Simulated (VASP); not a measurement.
GaSb3, 4 atoms in the cell. The structure is tetragonal, space group I4mm (No. 107). Conventional cell: a = 5.071 Å, b = 5.071 Å, c = 7.171 Å, α = 90.00°, β = 90.00°, γ = 90.00°. Ga (site symmetry 4mm) has 14 Sb at 3.01 to 3.76 Å within 4.0 Å. Sb (site symmetry 2mm) has 4 Ga at 3.01 to 3.21 Å and 10 Sb at 3.11 to 3.59 Å within 4.0 Å. Sb (site symmetry 4mm) has 8 Sb at 3.11 Å and 6 Ga at 3.41 to 3.76 Å within 4.1 Å.  This cell differs from its parent crystal: all Sb atoms moved +0.175 Å, as atom 2 along Cartesian [0 1 0].

```yaml
Program: VASP 6.6.1
Task: single point
Functional: PBEsol
Dispersion: D3(BJ)
Potentials_or_basis: VASP PAW PBE potentials, release 64 (Ga_d, Sb)
Cutoff: 520 eV
k_mesh: 12 × 12 × 12
Occupations: gaussian, width 0.15 eV
Spin: no spin polarisation
Dipole_correction: no
Further_INCAR_settings: ALGO = Normal; EDIFF = 1e-07; NBANDS = 22
```

Potentials or basis: VASP PAW PBE potentials, release 64 (Ga_d, Sb).

Launch:

```bash
$ cat potpaw_PBE.64/Ga_d/POTCAR potpaw_PBE.64/Sb/POTCAR > POTCAR
$ mpirun -np 1 vasp_std > vasp.out
```

Hardware: 1 thread of Intel Xeon 8259CL, on a shared host.

Problem. Estimate the wall time of this run.

Solution. Wall time 7.1 min on 1 thread of Intel Xeon 8259CL, with other jobs on the host, peak memory 0.48 GiB. Counts: scf iterations 13, k points 163.
